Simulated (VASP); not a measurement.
Crystal: Si2Mo.

```xyz
9
Lattice="4.5855 0.0000 0.0000 -2.2927 3.9711 0.0000 0.0000 0.0000 6.5798" Properties=species:S:1:pos:R:3 pbc="T T T"
Mo    1.1464    1.9856    5.4831
Mo   -1.1464    1.9856    1.0966
Mo    2.2927    0.0000    3.2899
Si    0.0000    1.3015    3.2899
Si    1.1656    3.3204    1.0966
Si    3.4583    0.6508    5.4831
Si    2.2927    2.6696    3.2899
Si    1.1272    0.6508    1.0966
Si   -1.1656    3.3204    5.4831
```

Base run:

```yaml
Program: VASP 6.6.1
Functional: r2SCAN
Potentials_or_basis: VASP PAW PBE potentials, release 64 (Mo_sv, Si)
Cutoff: 520 eV
k_mesh: 7 × 7 × 4
Occupations: fermi-dirac, width 0.05 eV
Spin: no spin polarisation
```

Its results: band gap on the k mesh 0.37 eV (least direct gap 0.78 eV); pressure 0.2 GPa; largest force 0.009 eV/Å.

Question: After a change of settings the same cell gave: band gap on the k mesh 0.27 eV (least direct gap 0.63 eV); pressure 3.7 GPa; largest force 0.005 eV/Å. Which change was it?
A. functional from r2SCAN to LDA; potentials or basis from VASP PAW PBE potentials, release 64 (Mo_sv, Si) to VASP PAW LDA potentials, release 64 (Mo_sv, Si)
B. functional from r2SCAN to RPBE
C. functional from r2SCAN to PBE; further incar settings from ALGO = Normal; EDIFF = 1e-06; NBANDS = 43 to ALGO = Normal; EDIFF = 1e-08; NBANDS = 43

Answer: C.

Caveats: an odd mesh through Γ misses points on the zone boundary, where band edges can lie; the PAW data sets were made with another functional, which shifts forces and pressure a little (at least some runs); the cell stands under pressure (at least some runs).
